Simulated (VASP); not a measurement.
# TiC (Fm-3m) in VASP: further runs

Aim: see how the results for TiC move with the level of theory and the settings. Levels: PBEsol-based screened hybrid with 25 % exact exchange, PBE+U. Tasks: single point.

Everything below comes from runs of VASP 6.6.1. Logs are shortened: lines on timing, memory, paths and dates and some standing lists are left out, and cuts for length are marked.

**1. The cell of the first run**

It takes space group Fm-3m (No. 225, cubic). Conventional cell: a = 4.331 Å, b = 4.331 Å, c = 4.331 Å, α = 90.00°, β = 90.00°, γ = 90.00°. Ti (site symmetry m-3m) has 6 C at 2.17 Å within 2.9 Å. Within 2.9 Å of C (site symmetry m-3m) lie 6 Ti at 2.17 Å.

**2. Single point, PBEsol-based screened hybrid with 25 % exact exchange**

Input file POSCAR:

```
TiC
1.0
    0.0000000000      2.1657188437      2.1657188437
    2.1657188437      0.0000000000      2.1657188437
    2.1657188437      2.1657188437      0.0000000000
Ti C
1 1
Direct
    0.0000000000      0.0000000000      0.0000000000
    0.5000000000      0.5000000000      0.5000000000
```

Input file INCAR.step1:

```
PREC     = Accurate       # precision mode
ENCUT    = 520            # plane-wave cutoff, eV
EDIFF    = 1E-5           # SCF threshold, eV
ISMEAR   = -1             # smearing method
SIGMA    = 0.05           # smearing width, eV
LREAL    = False          # projectors in reciprocal space
LASPH    = True           # aspherical terms in the spheres
NELM     = 80             # most SCF steps
ALGO     = Normal         # electronic algorithm
ISIF     = 2              # what is computed and relaxed
LWAVE    = True           # write WAVECAR
LCHARG   = False          # write CHGCAR
NBANDS   = 15             # bands
GGA      = PE             # functional
```

Input file INCAR.step2:

```
PREC     = Accurate       # precision mode
ENCUT    = 520            # plane-wave cutoff, eV
EDIFF    = 1E-7           # SCF threshold, eV
ISMEAR   = -1             # smearing method
SIGMA    = 0.05           # smearing width, eV
LREAL    = False          # projectors in reciprocal space
LASPH    = True           # aspherical terms in the spheres
NELM     = 80             # most SCF steps
ALGO     = Normal         # electronic algorithm
ISIF     = 2              # what is computed and relaxed
LWAVE    = False          # write WAVECAR
LCHARG   = False          # write CHGCAR
GGA      = PS             # functional
LHFCALC  = True           # exact exchange
AEXX     = 0.25           # exact-exchange fraction
HFSCREEN = 0.207          # screening, 1/A
PRECFOCK = Normal       
NBANDS   = 15             # bands
ISTART   = 1
```

Input file KPOINTS:

```
Automatic mesh
0
Gamma
  6 6 6
```

Potentials or basis: VASP PAW PBE potentials, release 64 (Ti_sv, C).

Run with:

```bash
> cat potpaw_PBE.64/Ti_sv/POTCAR potpaw_PBE.64/C/POTCAR > POTCAR
> cp INCAR.step1 INCAR
> mpirun -np 1 vasp_std > vasp.out
> cp INCAR.step2 INCAR
> mpirun -np 1 vasp_std > vasp.out
```

OUTCAR:

```text
PREC = Accurate
   ENCUT = 520
   EDIFF = 1E-7
   ISMEAR = -1
   LREAL = False
   LASPH = True
   NELM = 80
   ISIF = 2
   GGA = PS
   LHFCALC = True
   AEXX = 0.25
   HFSCREEN = 0.207
   PRECFOCK = Normal
   ISTART = 1

 ion  position               nearest neighbor table
   1  0.000  0.000  0.000-   2 2.17   2 2.17   2 2.17   2 2.17   2 2.17   2 2.17
   2  0.500  0.500  0.500-   1 2.17   1 2.17   1 2.17   1 2.17   1 2.17   1 2.17

  LATTYP: Found a face centered cubic cell.
 ALAT       =     4.3314376874

  Lattice vectors:

 A1 = (   0.0000000000,   2.1657188437,   2.1657188437)
 A2 = (   2.1657188437,   0.0000000000,   2.1657188437)
 A3 = (   2.1657188437,   2.1657188437,   0.0000000000)

Analysis of symmetry for initial positions (statically):
=====================================================================
 Subroutine PRICEL returns:
 Original cell was already a primitive cell.

 Routine SETGRP: Setting up the symmetry group for a
 face centered cubic supercell.

 Subroutine GETGRP returns: Found 48 space group operations
 (whereof 48 operations were pure point group operations)
 out of a pool of 48 trial point group operations.

The static configuration has the point symmetry O_h .

Analysis of symmetry for dynamics (positions and initial velocities):
=====================================================================
 Subroutine PRICEL returns:
 Original cell was already a primitive cell.

 Routine SETGRP: Setting up the symmetry group for a
 face centered cubic supercell.

 Subroutine GETGRP returns: Found 48 space group operations
 (whereof 48 operations were pure point group operations)
 out of a pool of 48 trial point group operations.

The dynamic configuration has the point symmetry O_h .

 Subroutine INISYM returns: Found 48 space group operations
 (whereof 48 operations are pure point group operations),
 and found     1 'primitive' translations

----------------------------------------------------------------------------------------

                                     Primitive cell

  volume of cell :      20.3159

  direct lattice vectors                    reciprocal lattice vectors
     0.000000000  2.165718844  2.165718844    -0.230870227  0.230870227  0.230870227
     2.165718844  0.000000000  2.165718844     0.230870227 -0.230870227  0.230870227
     2.165718844  2.165718844  0.000000000     0.230870227  0.230870227 -0.230870227

  length of vectors
     3.062788961  3.062788961  3.062788961     0.399878962  0.399878962  0.399878962

  position of ions in fractional coordinates (direct lattice)
     0.000000000  0.000000000  0.000000000
     0.500000000  0.500000000  0.500000000

  ion indices of the primitive-cell ions
   primitive index   ion index
                 1           1
                 2           2

----------------------------------------------------------------------------------------

 KPOINTS: Automatic mesh

Automatic generation of k-mesh.
 Grid dimensions read from file:
 generate k-points for:    6    6    6

 Generating k-lattice:

  Cartesian coordinates                     Fractional coordinates (reciprocal lattice)
    -0.038478371  0.038478371  0.038478371     0.166666667  0.000000000  0.000000000
     0.038478371 -0.038478371  0.038478371     0.000000000  0.166666667  0.000000000
     0.038478371  0.038478371 -0.038478371     0.000000000  0.000000000  0.166666667

  Length of vectors
     0.066646494  0.066646494  0.066646494

  Shift w.r.t. Gamma in fractional coordinates (k-lattice)
     0.000000000  0.000000000  0.000000000

 Subroutine IBZKPT returns following result:
 ===========================================

 Found     16 irreducible k-points:

 Following reciprocal coordinates:
            Coordinates               Weight
  0.000000  0.000000  0.000000      1.000000
  0.166667  0.000000  0.000000      8.000000
  0.333333  0.000000  0.000000      8.000000
  0.500000  0.000000  0.000000      4.000000
  0.166667  0.166667  0.000000      6.000000
  0.333333  0.166667  0.000000     24.000000
[... 8 lines left out ...]
 -0.333333  0.333333  0.166667     24.000000
 -0.333333  0.500000  0.166667     12.000000
   k-points           NKPTS =     16   k-points in BZ     NKDIM =    216   number of bands    NBANDS=     15
   number of dos      NEDOS =    301   number of ions     NIONS =      2
   total plane-waves  NPLWV =  13824
   dimension x,y,z NGX =    24 NGY =   24 NGZ =   24
   dimension x,y,z NGXF=    48 NGYF=   48 NGZF=   48
   ions per type =               1   1
   NGX,Y,Z   is equivalent  to a cutoff of  13.03, 13.03, 13.03 a.u.
   NGXF,Y,Z  is equivalent  to a cutoff of  26.05, 26.05, 26.05 a.u.
 SYSTEM =  unknown system
   PREC   = accura    normal or accurate (medium, high low for compatibility)
   ISTART =      1    job   : 0-new  1-cont  2-samecut
   ICHARG =      0    charge: 1-file 2-atom 10-const
   ISPIN  =      1    spin polarized calculation?
   LNONCOLLINEAR =      F non collinear calculations
   LSORBIT =      F    spin-orbit coupling
   LASPH  =      T    aspherical Exc in radial PAW
   ENCUT  =  520.0 eV  38.22 Ry    6.18 a.u.   5.69  5.69  5.69*2*pi/ulx,y,z
   NELM   =     80;   NELMIN=  2; NELMDL=  0     # of ELM steps
   EDIFF  = 0.1E-06   stopping-criterion for ELM
   LREAL  =      F    real-space projection
   EDIFFG = 0.1E-05   stopping-criterion for IOM
   NSW    =      0    number of steps for IOM
   IBRION =     -1    ionic relax: 0-MD 1-quasi-New 2-CG
   NFREE  =      0    steps in history (QN), initial steepest desc. (CG)
   ISIF   =      2    stress and relaxation
   ISYM   =      3    0-nonsym 1-usesym 2-fastsym
   POTIM  = 0.5000    time-step for ionic-motion
   TEBEG  =    0.0;   TEEND  =   0.0 temperature during run
   PSTRESS=    0.0 pullay stress
   NELECT =      16.0000    total number of electrons
   NUPDOWN=      -1.0000    fix difference up-down
   EMIN   =  10.00;   EMAX   =-10.00  energy-range for DOS
   EFERMI =   0.00;   METHOD = LEGACY
   ISMEAR =    -1;   SIGMA  =   0.05  broadening in eV -4-tet -1-fermi 0-gaus
   EFERMI_NEDOS =   21; number of points for ismear=-14 and -15
   IALGO  =     38    algorithm
   IMIX   =      1    mixing-type and parameters
     AMIX     =   0.40;   BMIX     =  1.00
     AMIX_MAG =   1.60;   BMIX_MAG =  1.00
  volume/ion in A,a.u.               =      10.16        68.55
  Fermi-wavevector in a.u.,A,eV,Ry     =   1.511829  2.856943 31.097854  2.285628
  Thomas-Fermi vector in A             =   2.621834
   LORBIT       =      0    0 simple, 1 ext, 2 COOP (PROOUT), +10 PAW based schemes
   GGA     = PS    functional components
   LHFCALC =     T    Hartree Fock is set to
   PRECFOCK=normal    Normal, Fast or Accurate (Low or Medium for compatibility)
   ENCUT4O =  -1.0   cutoff for four orbital integrals eV
   NKREDX  =     1    reduce k-point grid by
   NKREDY  =     1    reduce k-point grid by
   NKREDZ  =     1    reduce k-point grid by
   AEXX    =    0.2500 exact exchange contribution
   HFSCREEN=    0.2070 screening length (either q_TF or 0.3 A-1)
   HFSCREENC=   0.2070 screening length for correlation (either q_TF or 0.3 A-1)
   ENCUTFOCK=  -1.0 apply spherical cutoff to Coloumb kernel
   IVDW    =     0    specifies the selected vdW correction
   LEPSILON=     F    determine dielectric tensor
   LRPA    =     F    only Hartree local field effects (RPA)
 non-spin polarized calculation
  energy-cutoff  :      520.00
  volume of cell :       20.32
 maximum number of plane-waves:       568
  NGX = 18; NGY = 18; NGZ = 18

 number of electron      16.0000000 magnetization

 Free energy of the ion-electron system (eV)
  ---------------------------------------------------
  ext. energy  EPLUGINS =         0.00000000
  ---------------------------------------------------
  free energy    TOTEN  =       -22.77118045 eV

  energy without entropy =      -22.76597114  energy(sigma->0) =      -22.76857580

 E-fermi :   9.1131     XC(G=0): -10.4924

 val. band max:        9.0911292448   @ k =   0.1667   0.1667   0.0000
 cond. band min:       9.6885626793   @ k =   0.1667   0.1667   0.0000
 fundamental gap:      0.5974334344
 Fermi energy:         9.1130788953

 k-point     1 :       0.0000    0.0000    0.0000
  band No.  band energies     occupation
      1     -51.9739      2.00000
      2     -26.4170      2.00000
      3     -26.4170      2.00000
      4     -26.4170      2.00000
      5      -4.9506      2.00000
      6      10.5402      0.00000
      7      10.5402      0.00000
      8      10.5402      0.00000
      9      11.1658      0.00000
     10      11.1658      0.00000
     11      11.1658      0.00000
     12      11.3104      0.00000
     13      11.3104      0.00000
     14      20.7992      0.00000
     15      24.0359      0.00000

 k-point     2 :       0.1667    0.0000    0.0000
  band No.  band energies     occupation
      1     -51.9541      2.00000
      2     -26.5587      2.00000
      3     -26.4291      2.00000
      4     -26.4291      2.00000
      5      -4.2705      2.00000
      6       7.7915      2.00000
      7       8.2901      2.00000
      8       8.2901      2.00000
      9      11.1910      0.00000
     10      11.1910      0.00000
     11      12.4044      0.00000
     12      14.5132      0.00000
     13      14.5132      0.00000
     14      21.6767      0.00000
     15      24.2956      0.00000
[... 221 lines left out ...]
      3     -26.6847      2.00000
      4     -26.5493      2.00000
      5      -1.5449      2.00000
      6       4.2342      2.00000
      7       5.5333      2.00000
      8       6.3228      2.00000
      9      12.7512      0.00000
     10      12.8328      0.00000
     11      14.0469      0.00000
     12      16.0193      0.00000
     13      16.2693      0.00000
     14      22.5971      0.00000
     15      24.4773      0.00000

 k-point    16 :      -0.3333    0.5000    0.1667
  band No.  band energies     occupation
      1     -51.8673      2.00000
      2     -26.8328      2.00000
      3     -26.6798      2.00000
      4     -26.6066      2.00000
      5      -1.8957      2.00000
      6       5.1439      2.00000
      7       6.0196      2.00000
      8       6.5865      2.00000
      9      11.6320      0.00000
     10      13.6258      0.00000
     11      13.8832      0.00000
     12      14.5060      0.00000
     13      15.7484      0.00000
     14      24.0214      0.00000
     15      24.6235      0.00000

------------------------ aborting loop because EDIFF is reached ----------------------------------------

  FORCE on cell =-STRESS in cart. coord.  units (eV):
  Direction    XX          YY          ZZ          XY          YZ          ZX
  --------------------------------------------------------------------------------------
  -------------------------------------------------------------------------------------
  Total       -1.2036776     -1.2036776     -1.2036776      0.0000000      0.0000000      0.0000000
  in kB      -94.9258584    -94.9258584    -94.9258584      0.0000000      0.0000000      0.0000000
  external PRESSURE =     -94.9258584 kB  Pullay stress =       0.0000000 kB

 VOLUME and BASIS-vectors are now :
 -----------------------------------------------------------------------------
  energy-cutoff  :      520.00
  volume of cell :       20.32
      direct lattice vectors                 reciprocal lattice vectors
     0.000000000  2.165718844  2.165718844    -0.230870227  0.230870227  0.230870227
     2.165718844  0.000000000  2.165718844     0.230870227 -0.230870227  0.230870227
     2.165718844  2.165718844  0.000000000     0.230870227  0.230870227 -0.230870227

 POSITION                                       TOTAL-FORCE (eV/Angst)
 -----------------------------------------------------------------------------------
      0.00000      0.00000      0.00000         0.000000     -0.000000      0.000000
      2.16572      2.16572      2.16572        -0.000000      0.000000     -0.000000
 -----------------------------------------------------------------------------------
    total drift:                                0.000000      0.000000      0.000000

  FREE ENERGIE OF THE ION-ELECTRON SYSTEM (eV)
  ---------------------------------------------------
  free  energy   TOTEN  =       -22.7711804462 eV

  energy  without entropy=      -22.7659711446  energy(sigma->0) =      -22.76857580
```

Run time: 31 min. Hardware: 1 thread of Intel Xeon Platinum 8259CL at 2.50GHz (Skylake/Cascade Lake), shared host; peak memory 0.25 GiB.

What came out:

```
Free energy            : -22.7712 eV
Pressure               : -9.5 GPa
Band gap on the k mesh : zero (bands 8 and 9 overlap by 1.77 eV)
```

Levels at points of the mesh, in eV from the Fermi level:
```
           k point  band 5  band 6  band 7  band 8  band 9  band 10  band 11  band 12
(0.00, 0.00, 0.00)  -14.06    1.43    1.43    1.43    2.05     2.05     2.05     2.20
(0.50, 0.00, 0.00)  -10.15   -6.72   -3.37   -3.37    4.08     4.08     5.37     8.97
(0.50, 0.50, 0.00)  -11.49   -4.11   -1.42   -0.07   -0.07     3.38     4.76     4.76
```

Caveat: the k points lie up to 0.42 Å⁻¹ apart, too coarse for converged energies and pressures of a metal; the PAW data sets were made with another functional, which shifts forces and pressure a little.

**3. Single point, PBE+U**

This run uses another cell than the first one, of 10.45 Å³/atom.

Input file INCAR:

```
SYSTEM = TiC
PREC = Accurate
ENCUT = 910
EDIFF = 1E-6
ISMEAR = -1
SIGMA = 0.05
LREAL = .False.
LASPH = .True.
NELM = 200
ALGO = Normal
ISIF = 2
LWAVE = .False.
LCHARG = .False.
LMAXMIX = 4
LDAU = .True.
LDAUTYPE = 2
LDAUL = 2 -1
LDAUU = 4 0
LDAUJ = 0 0
LDAUPRINT = 1
GGA = PE
NBANDS = 15
GGA_COMPAT = .False.
```

Input file KPOINTS:

```
regular mesh
0
Gamma
  11 11 11
  0 0 0
```

Input file POSCAR:

```
TiC
1.0
    0.0000000000      2.1860359459      2.1860359459
    2.1860359459      0.0000000000      2.1860359459
    2.1860359459      2.1860359459      0.0000000000
Ti C
1 1
Direct
    0.0000000000      0.0000000000      0.0000000000
    0.5000000000      0.5000000000      0.5000000000
```

Potentials or basis: VASP PAW PBE potentials, release 64 (Ti_sv, C_h).

Run with:

```bash
> cat potpaw_PBE.64/Ti_sv/POTCAR potpaw_PBE.64/C_h/POTCAR > POTCAR
> mpirun -np 1 vasp_std > vasp.out
```

Wall time 18 s (1 thread of AMD EPYC 9R45 (Zen 5), shared host); peak memory 0.17 GiB.

Results (log left out):

```
Free energy            : -15.7720 eV
Pressure               : 4.0 GPa
Band gap on the k mesh : zero (bands 8 and 9 overlap by 1.51 eV)
```

Levels at points of the mesh, in eV from the Fermi level:
| k point | band 4 | band 5 | band 6 | band 7 | band 8 | band 9 | band 10 | band 11 | band 12 | band 13 |
| --- | --- | --- | --- | --- | --- | --- | --- | --- | --- | --- |
| (0.00, 0.00, 0.00) | -33.87 | -12.68 | 0.98 | 0.98 | 0.98 | 1.37 | 1.37 | 1.37 | 1.44 | 1.44 |

Eigenvalues of the final occupation matrices:
```
    site  spin  trace               eigenvalues
site 1 d     1   0.90  0.11 0.11 0.11 0.28 0.28
site 1 d     2   0.90  0.11 0.11 0.11 0.28 0.28
```

Caveat: the cell stands under pressure; U without spin polarisation on a metal has little footing; the U is typed as a test and isn't derived for this compound.

The gap in the log of VASP goes by the Fermi energy; the results here count the filled bands.